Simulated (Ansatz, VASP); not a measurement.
NaCl: VASP beside Ansatz

The input INCAR:

```
PREC     = Accurate       # precision mode
ENCUT    = 520            # plane-wave cutoff, eV
EDIFF    = 1E-6           # SCF threshold, eV
ISMEAR   = 0              # smearing method
SIGMA    = 0.05           # smearing width, eV
LREAL    = False          # projectors in reciprocal space
LASPH    = True           # aspherical terms in the spheres
NELM     = 80             # most SCF steps
ALGO     = Normal         # electronic algorithm
ISIF     = 2              # what is computed and relaxed
LWAVE    = False          # write WAVECAR
LCHARG   = False          # write CHGCAR
GGA      = PS             # functional
NBANDS   = 14             # bands
```

Contents of KPOINTS:

```
Automatic mesh
0
Gamma
  8 8 8
```

File POSCAR:

```
NaCl
1.0
    0.0000000000      2.8317500000      2.8317500000
    2.8317500000      0.0000000000      2.8317500000
    2.8317500000      2.8317500000      0.0000000000
Na Cl
1 1
Direct
    0.0000000000      0.0000000000      0.0000000000
    0.6248533206      0.3751466794      0.5000000000
```

Input for Ansatz:

```yaml
crystal:
  lattice:
    - [0.0, 2.83175, 2.83175]
    - [2.83175, 0.0, 2.83175]
    - [2.83175, 2.83175, 0.0]
  atoms:
    - { symbol: Na, position: [0.0, 0.0, 0.0] }
    - { symbol: Cl, position: [0.6248533206, 0.3751466794, 0.5] }
basis:
  ecutwfc: 420
kpoints:
  mp_grid: { grid: [8, 8, 8] }
hamiltonian:
  xc: pbesol
scf:
  occupations: { method: gaussian, width: 0.05 }
output:
  forces: true
  stress: true
  eigenvalues: true
```

Change from the starting cell: all Cl atoms moved -0.500 Å, as atom 2 along Cartesian [1 -1 0].

Alike in both runs: task single point; functional PBEsol; k mesh 8 × 8 × 8; occupations gaussian, width 0.05 eV; no spin polarisation.

|  | VASP | Ansatz |
| --- | --- | --- |
| version | VASP 6.6.1 | Ansatz 0.2.0 |
| potentials or method | VASP PAW PBE potentials, release 64 (Na_pv, Cl), cutoff 520 eV | scalar-relativistic, plane waves, PAW |
| valence electrons in the cell | 14 | 16 |

Ansatz gave:

| Item | Value |
| --- | --- |
| gap on the k mesh at the Fermi level (eV) | 4.92 |
| least direct gap on the mesh (eV) | 4.92 |
| pressure (GPa) | 1.8 |
| traceless stress, the component that is largest in VASP (GPa) | -2.99 |
| rms of the force components (eV/Å) | 0.439 |

Question: Estimate VASP's values.

Answer: gap on the k mesh at the Fermi level (eV): 4.92; least direct gap on the mesh (eV): 4.92; pressure (GPa): 1.9; traceless stress, the component that is largest in VASP (GPa): -3.04; rms of the force components (eV/Å): 0.447.

VASP's potentials were made for PBE, not for PBEsol. Atom by atom the forces differ by 0.009 eV/Å (rms over components). The functional is the same, so the differences come from potentials, cutoffs and numerics. VASP's potentials hold 14 valence electrons a cell and Ansatz's 16, so a difference there can come from the potentials and not from the codes.
